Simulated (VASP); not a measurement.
Write the native input for VASP 6.6.1 that does the following.

| Item | Value |
| --- | --- |
| Task | single point |
| Functional | PBE |
| Potentials or basis | VASP PAW PBE potentials, release 64 (Ti_sv, H) |
| Cutoff | 520 eV |
| k mesh | 6 × 6 × 1 |
| Occupations | gaussian, width 0.1 eV |
| Spin | no spin polarisation |
| Dipole correction | yes |
| Further INCAR settings | ALGO = Normal; EDIFF = 1e-07; NBANDS = 47 |

The structure of Ti3H lies in POSCAR:

```
Ti3H
1.0
    4.6039800811      0.0000000000      0.0000000000
   -2.3019900405      3.9871637087      0.0000000000
    0.0000000000      0.0000000000     22.4969948581
Ti H
6 2
Direct
    0.6666666667      0.3333333333      0.1778015253
    0.3333333333      0.6666666667      0.2195752601
    0.0000000000      0.0000000000      0.2613489950
    0.6666666667      0.3333333333      0.2980583739
    0.3333333333      0.6666666667      0.3304600279
    0.0000000000      0.0000000000      0.3776946615
    0.2173987909      0.7826012091      0.4261455772
    0.4492678757      0.5507321243      0.4261455772
```

These files were run (other wordings do the same):

INCAR

```
SYSTEM = Ti3H
ALGO     = Normal         ! electronic algorithm
DIPOL    = 0.5 0.5 0.315
EDIFF    = 1E-7           ! SCF threshold, eV
ENCUT    = 520            ! plane-wave cutoff, eV
GGA      = PE             ! functional
IDIPOL   = 3            
ISIF     = 2              ! what is computed and relaxed
ISMEAR   = 0              ! smearing method
LASPH    = .TRUE.         ! aspherical terms in the spheres
LCHARG   = .FALSE.        ! write CHGCAR
LDIPOL   = .TRUE.       
LREAL    = .FALSE.        ! projectors in reciprocal space
LWAVE    = .FALSE.        ! write WAVECAR
NBANDS   = 47             ! bands
NELM     = 60             ! most SCF steps
PREC     = Accurate       ! precision mode
SIGMA    = 0.1            ! smearing width, eV
```

KPOINTS

```
k-points
0
G
  6 6 1
  0 0 0
```

Potentials or basis: VASP PAW PBE potentials, release 64 (Ti_sv, H).

Run with:

```sh
$ cat potpaw_PBE.64/Ti_sv/POTCAR potpaw_PBE.64/H/POTCAR > POTCAR
$ mpirun -np 1 vasp_std > vasp.out
```

Results of the run:

```json
{
 "Largest force": "2.634 eV/Å",
 "Band gap on the k mesh": "zero (band 37 reaches -0.71 eV, above the bottom of band 38 at -0.85 eV)"
}
```

Run time: 12 min on 1 thread of Intel(R) Xeon(R) Platinum 8175M CPU @ 2.50GHz (Skylake/Cascade Lake), on a shared host, peak memory 0.57 GiB.
